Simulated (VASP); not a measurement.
Here is a VASP 6.6.1 calculation.

INCAR

```
  ALGO = Normal
  EDIFF = 1E-6
  ENCUT = 600
  GGA = PE
  GGA_COMPAT = F
  ISIF = 2
  ISMEAR = 1
  LASPH = T
  LCHARG = F
  LREAL = F
  LWAVE = F
  NBANDS = 16
  NELM = 120
  PREC = Accurate
  SIGMA = 0.3
```

Contents of KPOINTS:

```
k-points
0
Gamma
  15 15 8
```

The input POSCAR:

```
Co
1.0
    2.4583936733      0.0000000000      0.0000000000
   -1.2291968366      2.1290313736      0.0000000000
    0.0000000000      0.0000000000      3.9606917934
Co
2
Direct
    0.3333333333      0.6666666667      0.2500000000
    0.6666666667      0.3333333333      0.7500000000
```

Potentials or basis: VASP PAW PBE potentials, release 64 (Co).

The run is started by

```sh
$ cat potpaw_PBE.64/Co/POTCAR > POTCAR
$ mpirun -np 1 vasp_std > vasp.out
```

Estimate the band gap on the k mesh.

zero (band 9 reaches 11.22 eV, above the bottom of band 10 at 9.67 eV).

What does it give for the pressure?

-1.5 GPa.

Stress tensor (GPa, compression positive):
```
-1.52  0.00  0.00
 0.00 -1.52  0.00
 0.00  0.00 -1.36
```

Caveat: the run has no spin polarisation, though such a crystal can be magnetic. Spin polarisation is off, so any magnetic state and its effect on volume and gap are missing.
